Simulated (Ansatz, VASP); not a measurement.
# One calculation of TiAl3, two programs

File INCAR:

```
SYSTEM = TiAl3
ALGO = Fast
EDIFF = 1E-7
ENCUT = 520
GGA = PS
ISIF = 2
ISMEAR = 0
LASPH = .True.
LCHARG = .False.
LREAL = .False.
LWAVE = .False.
NBANDS = 18
NELM = 60
PREC = Accurate
SIGMA = 0.1
```

Contents of KPOINTS:

```
k-points
0
Gamma
  10 10 10
  0 0 0
```

POSCAR

```
TiAl3
1.0
    4.0934472796     -0.2373402750      0.0695802573
   -0.2373402750      4.0934472796      0.0695802573
    0.0695802573      0.0695802573      3.9465732061
Ti Al
1 3
Direct
   -0.0030772709      0.0030772709      0.0000000000
    0.4936473002      0.5063526998      0.0000000000
    0.5077033294     -0.0017266413      0.5016989993
    0.0017266413      0.4922966706      0.4983010007
```

Input for Ansatz:

```yaml
crystal:
  lattice:
    - [4.0934472796, -0.237340275, 0.0695802573]
    - [-0.237340275, 4.0934472796, 0.0695802573]
    - [0.0695802573, 0.0695802573, 3.9465732061]
  atoms:
    - { symbol: Ti, position: [-0.0030772709, 0.0030772709, 0.0] }
    - { symbol: Al, position: [0.4936473002, 0.5063526998, 0.0] }
    - { symbol: Al, position: [0.5077033294, -0.0017266413, 0.5016989993] }
    - { symbol: Al, position: [0.0017266413, 0.4922966706, 0.4983010007] }
basis:
  ecutwfc: 420
kpoints:
  mp_grid: { grid: [10, 10, 10] }
hamiltonian:
  xc: pbesol
scf:
  occupations: { method: gaussian, width: 0.1 }
output:
  forces: true
  stress: true
  eigenvalues: true
```

Alike in both runs: task single point; functional PBEsol; k mesh 10 × 10 × 10; occupations gaussian, width 0.1 eV; no spin polarisation.

|  | VASP | Ansatz |
| --- | --- | --- |
| version | VASP 6.6.1 | Ansatz 0.2.0 |
| potentials or method | VASP PAW PBE potentials, release 64 (Ti_sv, Al), cutoff 520 eV | scalar-relativistic, plane waves, PAW |
| valence electrons in the cell | 21 | 21 |

```tsv
	VASP	Ansatz	Ansatz less VASP
gap on the k mesh at the Fermi level (eV)	none	none	-
pressure (GPa)	-4.7	-4.8	-0.07
traceless stress, the component that is largest in VASP (GPa)	5.97	5.93	-0.040
rms of the force components (eV/Å)	0.140	0.140	-0.0007
```

VASP's potentials were made for PBE, not for PBEsol. Atom by atom the forces differ by 0.001 eV/Å (rms over components). A gap of «none» marks a metal or a gap that the smearing closes. With one functional, cell and mesh, what is left measures potentials, basis and numerics.
